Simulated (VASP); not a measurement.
**KBr: relaxation of cell and atoms with PBEsol**

The system is KBr.

```
Br K
1.0
     0.00000    3.30000    3.30000
     3.30000    0.00000    3.30000
     3.30000    3.30000    0.00000
Br K
1 1
Direct
  0.50000 0.50000 0.50000
  0.00000 0.00000 0.00000
```

- Program: VASP 6.6.1
- Task: relaxation of cell and atoms
- Functional: PBEsol
- Potentials or basis: VASP PAW PBE potentials, release 64 (Br, K_sv)
- Cutoff: 600 eV
- k mesh: 7 × 7 × 7
- Occupations: fermi-dirac, width 0.05 eV
- Spin: no spin polarisation
- Target pressure: 10 GPa
- Dipole correction: no
- Further INCAR settings: ALGO = Normal; EDIFF = 1e-06; IBRION = 2; EDIFFG = -0.01; NSW = 80; ISIF = 3

```json
{
  "Relaxed volume": "26.00 Å³/atom",
  "Relaxed cell": "a = 4.190 Å, b = 4.190 Å, c = 4.190 Å, α = 60.00°, β = 60.00°, γ = 60.00°",
  "Space group after relaxing (to 0.05 Å)": "Fm-3m (No. 225)",
  "Energy change on relaxing (the enthalpy is what falls)": "+214.0 meV/atom",
  "Ionic steps": "3",
  "Pressure after relaxing": "10.1 GPa",
  "Band gap on the k mesh": "5.12 eV, indirect (least direct gap 5.28 eV)"
}
```

The path:
```csv
step,energy change (eV),largest force (eV/Å),pressure (GPa),volume (Å³)
1,0.0000,0.0000,-0.27,71.87
2,0.5324,0.0000,11.88,50.47
3,0.4281,0.0000,10.05,52.00
```

Final structure:
```
CELL_PARAMETERS angstrom
0.00000 2.96243 2.96243
2.96243 0.00000 2.96243
2.96243 2.96243 0.00000
ATOMIC_POSITIONS crystal
Br 0.50000 0.50000 0.50000
K 0.00000 0.00000 0.00000
```

Levels at points of the mesh, in eV from the valence-band top:
| k point | band 4 | band 5 | band 6 | band 7 | band 8 | band 9 | band 10 | band 11 | band 12 |
| --- | --- | --- | --- | --- | --- | --- | --- | --- | --- |
| (0.00, 0.00, 0.00) | -10.70 | -10.70 | 0.00 | 0.00 | 0.00 | 5.28 | 7.32 | 7.32 | 7.32 |

It took 97 s on 1 thread of AMD EPYC 7R43 64-Core Processor (Zen 3) (shared host), peak memory 0.22 GiB.

Caveat: the cell is relaxed towards a set pressure, so the enthalpy falls and the energy may rise; the volume moved by over 15 % at a fixed basis, so the end points are rough; the PAW data sets were made with another functional, which shifts forces and pressure a little. A k mesh can miss the band edges.
